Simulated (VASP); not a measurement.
# MgO (Fm-3m) in VASP: a series of runs

The runs below take MgO through single point, with PBE.

Everything below comes from runs of VASP 6.6.1. Logs are shortened: lines on timing, memory, paths and dates and some standing lists are left out, and cuts for length are marked.

## 1. The cell of the first run

The structure is cubic, space group Fm-3m (No. 225). Conventional cell: a = 4.210 Å, b = 4.210 Å, c = 4.210 Å, α = 90.00°, β = 90.00°, γ = 90.00°. Mg (site symmetry m-3m) has 6 O at 2.11 Å within 2.8 Å. O (site symmetry m-3m) has 6 Mg at 2.11 Å within 2.8 Å.

## 2. Single point, PBE

Input file INCAR:

```
  ALGO = Normal
  EDIFF = 1E-6
  ENCUT = 600
  GGA = PE
  GGA_COMPAT = False
  ISIF = 2
  ISMEAR = -1
  LASPH = True
  LCHARG = False
  LREAL = False
  LWAVE = False
  NBANDS = 11
  NELM = 120
  PREC = Accurate
  SIGMA = 0.03
```

Input file KPOINTS:

```
k-points
0
Gamma
  8 8 8
```

Input file POSCAR:

```
MgO
1.0
    0.0000000000      2.1052100000      2.1052100000
    2.1052100000      0.0000000000      2.1052100000
    2.1052100000      2.1052100000      0.0000000000
Mg O
1 1
Direct
    0.0000000000      0.0000000000      0.0000000000
    0.5000000000      0.5000000000      0.5000000000
```

Potentials or basis: VASP PAW PBE potentials, release 64 (Mg, O).

Run with:

```console
cat potpaw_PBE.64/Mg/POTCAR potpaw_PBE.64/O/POTCAR > POTCAR
mpirun -np 1 vasp_std > vasp.out
```

OUTCAR:

```text
EDIFF = 1E-6
   ENCUT = 600
   GGA = PE
   ISIF = 2
   ISMEAR = -1
   LASPH = True
   LREAL = False
   NELM = 120
   PREC = Accurate

 ion  position               nearest neighbor table
   1  0.000  0.000  0.000-   2 2.11   2 2.11   2 2.11   2 2.11   2 2.11   2 2.11
   2  0.500  0.500  0.500-   1 2.11   1 2.11   1 2.11   1 2.11   1 2.11   1 2.11

  LATTYP: Found a face centered cubic cell.
 ALAT       =     4.2104200000

  Lattice vectors:

 A1 = (   0.0000000000,   2.1052100000,   2.1052100000)
 A2 = (   2.1052100000,   0.0000000000,   2.1052100000)
 A3 = (   2.1052100000,   2.1052100000,   0.0000000000)

Analysis of symmetry for initial positions (statically):
=====================================================================
 Subroutine PRICEL returns:
 Original cell was already a primitive cell.

 Routine SETGRP: Setting up the symmetry group for a
 face centered cubic supercell.

 Subroutine GETGRP returns: Found 48 space group operations
 (whereof 48 operations were pure point group operations)
 out of a pool of 48 trial point group operations.

The static configuration has the point symmetry O_h .

Analysis of symmetry for dynamics (positions and initial velocities):
=====================================================================
 Subroutine PRICEL returns:
 Original cell was already a primitive cell.

 Routine SETGRP: Setting up the symmetry group for a
 face centered cubic supercell.

 Subroutine GETGRP returns: Found 48 space group operations
 (whereof 48 operations were pure point group operations)
 out of a pool of 48 trial point group operations.

The dynamic configuration has the point symmetry O_h .

 Subroutine INISYM returns: Found 48 space group operations
 (whereof 48 operations are pure point group operations),
 and found     1 'primitive' translations

----------------------------------------------------------------------------------------

                                     Primitive cell

  volume of cell :      18.6602

  direct lattice vectors                    reciprocal lattice vectors
     0.000000000  2.105210000  2.105210000    -0.237505997  0.237505997  0.237505997
     2.105210000  0.000000000  2.105210000     0.237505997 -0.237505997  0.237505997
     2.105210000  2.105210000  0.000000000     0.237505997  0.237505997 -0.237505997

  length of vectors
     2.977216534  2.977216534  2.977216534     0.411372454  0.411372454  0.411372454

  position of ions in fractional coordinates (direct lattice)
     0.000000000  0.000000000  0.000000000
     0.500000000  0.500000000  0.500000000

  ion indices of the primitive-cell ions
   primitive index   ion index
                 1           1
                 2           2

----------------------------------------------------------------------------------------

 KPOINTS: k-points

Automatic generation of k-mesh.
 Grid dimensions read from file:
 generate k-points for:    8    8    8

 Generating k-lattice:

  Cartesian coordinates                     Fractional coordinates (reciprocal lattice)
    -0.029688250  0.029688250  0.029688250     0.125000000  0.000000000  0.000000000
     0.029688250 -0.029688250  0.029688250     0.000000000  0.125000000  0.000000000
     0.029688250  0.029688250 -0.029688250     0.000000000  0.000000000  0.125000000

  Length of vectors
     0.051421557  0.051421557  0.051421557

  Shift w.r.t. Gamma in fractional coordinates (k-lattice)
     0.000000000  0.000000000  0.000000000

 Subroutine IBZKPT returns following result:
 ===========================================

 Found     29 irreducible k-points:

 Following reciprocal coordinates:
            Coordinates               Weight
  0.000000  0.000000  0.000000      1.000000
  0.125000  0.000000  0.000000      8.000000
  0.250000  0.000000  0.000000      8.000000
  0.375000  0.000000  0.000000      8.000000
  0.500000  0.000000  0.000000      4.000000
  0.125000  0.125000  0.000000      6.000000
[... 16 lines left out ...]
  0.500000  0.250000  0.125000     48.000000
 -0.375000  0.250000  0.125000     24.000000
 [... further k-points ...]
   k-points           NKPTS =     29   k-points in BZ     NKDIM =     29   number of bands    NBANDS=     11
   number of dos      NEDOS =    301   number of ions     NIONS =      2
   total plane-waves  NPLWV =  13824
   dimension x,y,z NGX =    24 NGY =   24 NGZ =   24
   dimension x,y,z NGXF=    48 NGYF=   48 NGZF=   48
   ions per type =               1   1
   NGX,Y,Z   is equivalent  to a cutoff of  13.40, 13.40, 13.40 a.u.
   NGXF,Y,Z  is equivalent  to a cutoff of  26.80, 26.80, 26.80 a.u.
 SYSTEM =  unknown system
   PREC   = accura    normal or accurate (medium, high low for compatibility)
   ISTART =      0    job   : 0-new  1-cont  2-samecut
   ICHARG =      2    charge: 1-file 2-atom 10-const
   ISPIN  =      1    spin polarized calculation?
   LNONCOLLINEAR =      F non collinear calculations
   LSORBIT =      F    spin-orbit coupling
   LASPH  =      T    aspherical Exc in radial PAW
   ENCUT  =  600.0 eV  44.10 Ry    6.64 a.u.   5.95  5.95  5.95*2*pi/ulx,y,z
   NELM   =    120;   NELMIN=  2; NELMDL= -5     # of ELM steps
   EDIFF  = 0.1E-05   stopping-criterion for ELM
   LREAL  =      F    real-space projection
   EDIFFG = 0.1E-04   stopping-criterion for IOM
   NSW    =      0    number of steps for IOM
   IBRION =     -1    ionic relax: 0-MD 1-quasi-New 2-CG
   NFREE  =      0    steps in history (QN), initial steepest desc. (CG)
   ISIF   =      2    stress and relaxation
   ISYM   =      2    0-nonsym 1-usesym 2-fastsym
   POTIM  = 0.5000    time-step for ionic-motion
   TEBEG  =    0.0;   TEEND  =   0.0 temperature during run
   PSTRESS=    0.0 pullay stress
   NELECT =       8.0000    total number of electrons
   NUPDOWN=      -1.0000    fix difference up-down
   EMIN   =  10.00;   EMAX   =-10.00  energy-range for DOS
   EFERMI =   0.00;   METHOD = LEGACY
   ISMEAR =    -1;   SIGMA  =   0.03  broadening in eV -4-tet -1-fermi 0-gaus
   EFERMI_NEDOS =   21; number of points for ismear=-14 and -15
   IALGO  =     38    algorithm
   IMIX   =      4    mixing-type and parameters
     AMIX     =   0.40;   BMIX     =  1.00
     AMIX_MAG =   1.60;   BMIX_MAG =  1.00
  volume/ion in A,a.u.               =       9.33        62.96
  Fermi-wavevector in a.u.,A,eV,Ry     =   1.234429  2.332732 20.732757  1.523815
  Thomas-Fermi vector in A             =   2.369119
   LORBIT       =      0    0 simple, 1 ext, 2 COOP (PROOUT), +10 PAW based schemes
   GGA     = PE    functional components
   LHFCALC =     F    Hartree Fock is set to
   AEXX    =    0.0000 exact exchange contribution
   IVDW    =     0    specifies the selected vdW correction
   LEPSILON=     F    determine dielectric tensor
   LRPA    =     F    only Hartree local field effects (RPA)
 non-spin polarized calculation
  energy-cutoff  :      600.00
  volume of cell :       18.66
 maximum number of plane-waves:       636
   NGX = 11   NGY = 11   NGZ = 11

 number of electron       8.0000005 magnetization

 Free energy of the ion-electron system (eV)
  ---------------------------------------------------
  ext. energy  EPLUGINS =         0.00000000
  ---------------------------------------------------
  free energy    TOTEN  =       -11.90840027 eV

  energy without entropy =      -11.90840027  energy(sigma->0) =      -11.90840027

 E-fermi :   3.8621     XC(G=0): -11.0838

 val. band max:        3.1937947379   @ k =   0.0000   0.0000   0.0000
 cond. band min:       7.9329110480   @ k =   0.0000   0.0000   0.0000
 fundamental gap:      4.7391163101
 Fermi energy:         3.8621244458

 k-point     1 :       0.0000    0.0000    0.0000
  band No.  band energies     occupation
      1     -14.0747      2.00000
      2       3.1938      2.00000
      3       3.1938      2.00000
      4       3.1938      2.00000
      5       7.9329      0.00000
      6      19.0027      0.00000
      7      19.0027      0.00000
      8      19.0027      0.00000
      9      22.9212      0.00000
     10      24.6981      0.00000
     11      24.6981      0.00000

 k-point     2 :       0.1250    0.0000    0.0000
  band No.  band energies     occupation
      1     -13.9113      2.00000
      2       2.2393      2.00000
      3       3.0904      2.00000
      4       3.0904      2.00000
      5       8.8469      0.00000
      6      17.3228      0.00000
      7      19.3622      0.00000
      8      19.3622      0.00000
      9      23.7325      0.00000
     10      23.7325      0.00000
     11      25.0866      0.00000

 k-point     3 :       0.2500    0.0000    0.0000
  band No.  band energies     occupation
      1     -13.4865      2.00000
      2       0.5332      2.00000
      3       2.8526      2.00000
      4       2.8526      2.00000
      5      10.2935      0.00000
      6      15.7778      0.00000
      7      19.8588      0.00000
      8      19.8588      0.00000
      9      23.3424      0.00000
     10      23.3424      0.00000
     11      25.2064      0.00000

 k-point     4 :       0.3750    0.0000    0.0000
  band No.  band energies     occupation
      1     -13.0075      2.00000
      2      -0.8766      2.00000
      3       2.6287      2.00000
      4       2.6287      2.00000
      5      11.0053      0.00000
      6      15.5839      0.00000
      7      19.6871      0.00000
      8      19.6871      0.00000
      9      24.4162      0.00000
     10      24.6564      0.00000
     11      24.6564      0.00000
[... 239 lines left out ...]
 k-point    22 :       0.3750    0.2500    0.1250
  band No.  band energies     occupation
      1     -13.1823      2.00000
      2       0.1761      2.00000
      3       2.0410      2.00000
      4       2.5781      2.00000
      5      11.6991      0.00000
      6      14.6881      0.00000
      7      18.2895      0.00000
      8      20.7553      0.00000
      9      21.3188      0.00000
     10      25.6495      0.00000
     11      29.0419      0.00000

 k-point    23 :       0.5000    0.2500    0.1250
  band No.  band energies     occupation
      1     -12.8051      2.00000
      2      -0.5157      2.00000
      3       1.4651      2.00000
      4       2.3255      2.00000
      5      12.6999      0.00000
      6      14.8571      0.00000
      7      17.1292      0.00000
      8      20.3537      0.00000
      9      22.8934      0.00000
     10      25.6180      0.00000
     11      29.2376      0.00000

 k-point    24 :      -0.3750    0.2500    0.1250
  band No.  band energies     occupation
      1     -12.6374      2.00000
      2      -0.8099      2.00000
      3       1.2574      2.00000
      4       2.2061      2.00000
      5      12.8756      0.00000
      6      15.4046      0.00000
      7      16.6987      0.00000
      8      20.1079      0.00000
      9      23.7359      0.00000
     10      25.2887      0.00000
     11      29.3751      0.00000

 [... further k-points ...]
[... 5 lines left out ...]
  --------------------------------------------------------------------------------------
  -------------------------------------------------------------------------------------
  Total        0.4532423      0.4532423      0.4532423     -0.0000000     -0.0000000      0.0000000
  in kB       38.9156884     38.9156884     38.9156884     -0.0000000     -0.0000000      0.0000000
  external PRESSURE =      38.9156884 kB  Pullay stress =       0.0000000 kB

 VOLUME and BASIS-vectors are now :
 -----------------------------------------------------------------------------
  energy-cutoff  :      600.00
  volume of cell :       18.66
      direct lattice vectors                 reciprocal lattice vectors
     0.000000000  2.105210000  2.105210000    -0.237505997  0.237505997  0.237505997
     2.105210000  0.000000000  2.105210000     0.237505997 -0.237505997  0.237505997
     2.105210000  2.105210000  0.000000000     0.237505997  0.237505997 -0.237505997

 POSITION                                       TOTAL-FORCE (eV/Angst)
 -----------------------------------------------------------------------------------
      0.00000      0.00000      0.00000         0.000000      0.000000     -0.000000
      2.10521      2.10521      2.10521        -0.000000     -0.000000      0.000000
 -----------------------------------------------------------------------------------
    total drift:                               -0.000000     -0.000000      0.000000

  FREE ENERGIE OF THE ION-ELECTRON SYSTEM (eV)
  ---------------------------------------------------
  free  energy   TOTEN  =       -11.9084002725 eV

  energy  without entropy=      -11.9084002725  energy(sigma->0) =      -11.90840027
```

Run time: 5.4 s. Hardware: 1 thread of AMD EPYC 7R13 (Zen 3), shared host; peak memory 0.11 GiB.

Results:

```
Free energy            : -11.9084 eV
Pressure               : 3.9 GPa
Band gap on the k mesh : 4.74 eV, direct
```

Levels at points of the mesh, in eV from the valence-band top:
```csv
k point,band 1,band 2,band 3,band 4,band 5,band 6,band 7,band 8
"(0.00, 0.00, 0.00)",-17.27,0.00,0.00,0.00,4.74,15.81,15.81,15.81
"(0.50, 0.00, 0.00)",-15.98,-4.62,-0.65,-0.65,7.91,12.62,16.32,16.32
"(0.50, 0.50, 0.00)",-15.72,-4.09,-1.35,-1.35,9.12,9.98,13.11,18.99
```

## 3. Single point, PBE

Input file INCAR:

```
SYSTEM = MgO
  PREC = Accurate
  ENCUT = 600
  EDIFF = 1E-6
  ISMEAR = -1
  SIGMA = 0.03
  LREAL = .False.
  LASPH = .True.
  NELM = 120
  ALGO = Normal
  ISIF = 2
  LWAVE = .False.
  LCHARG = .False.
  GGA = PE
  NBANDS = 11
  GGA_COMPAT = .False.
```

Input file KPOINTS:

```
regular mesh
0
Gamma
  8 8 8
  0 0 0
```

POSCAR is that of step 2.

Potentials or basis: VASP PAW PBE potentials, release 64 (Mg, O).

Run with:

```console
cat potpaw_PBE.64/Mg/POTCAR potpaw_PBE.64/O/POTCAR > POTCAR
mpirun -np 1 vasp_std > vasp.out
```

Run time: 5.3 s. Hardware: 1 thread of AMD EPYC 7R13 (Zen 3), shared host; peak memory 0.11 GiB.

Results (log left out):

```yaml
Free_energy: -11.9084 eV
Pressure: 3.9 GPa
Band_gap_on_the_k_mesh: 4.74 eV, direct
```

Levels at points of the mesh, in eV from the valence-band top:
| k point | band 1 | band 2 | band 3 | band 4 | band 5 | band 6 | band 7 | band 8 | band 9 |
| --- | --- | --- | --- | --- | --- | --- | --- | --- | --- |
| (0.00, 0.00, 0.00) | -17.27 | 0.00 | 0.00 | 0.00 | 4.74 | 15.81 | 15.81 | 15.81 | 19.73 |
| (0.50, 0.00, 0.00) | -15.98 | -4.62 | -0.65 | -0.65 | 7.91 | 12.62 | 16.32 | 16.32 | 20.91 |
| (0.50, 0.50, 0.00) | -15.72 | -4.09 | -1.35 | -1.35 | 9.12 | 9.98 | 13.11 | 18.99 | 18.99 |

## 4. Single point, PBE

Input file INCAR:

```
PREC     = Accurate       # precision mode
ENCUT    = 600            # plane-wave cutoff, eV
EDIFF    = 1E-6           # SCF threshold, eV
ISMEAR   = -1             # smearing method
SIGMA    = 0.003          # smearing width, eV
LREAL    = F              # projectors in reciprocal space
LASPH    = T              # aspherical terms in the spheres
NELM     = 120            # most SCF steps
ALGO     = Normal         # electronic algorithm
ISIF     = 2              # what is computed and relaxed
LWAVE    = F              # write WAVECAR
LCHARG   = F              # write CHGCAR
GGA      = PE             # functional
NBANDS   = 11             # bands
GGA_COMPAT= F
```

Input file KPOINTS:

```
Automatic mesh
0
Gamma
  8 8 8
```

POSCAR is that of step 3.

Run with:

```console
cat potpaw_PBE.64/Mg/POTCAR potpaw_PBE.64/O/POTCAR > POTCAR
mpirun -np 1 vasp_std > vasp.out
```

It took 5.5 s on 1 thread of AMD EPYC 7R13 (Zen 3), shared host; peak memory 0.11 GiB.

Results (log left out):

| Property | Result |
| --- | --- |
| Free energy | -11.9084 eV |
| Pressure | 3.9 GPa |
| Band gap on the k mesh | 4.74 eV, direct |

Levels at points of the mesh, in eV from the valence-band top:
```
           k point  band 2  band 3  band 4  band 5  band 6  band 7
(0.00, 0.00, 0.00)    0.00    0.00    0.00    4.74   15.81   15.81
(0.50, 0.00, 0.00)   -4.62   -0.65   -0.65    7.91   12.62   16.32
(0.50, 0.50, 0.00)   -4.09   -1.35   -1.35    9.12    9.98   13.11
```

Expect the measured gap to be larger: semilocal functionals such as PBE lack the derivative discontinuity.
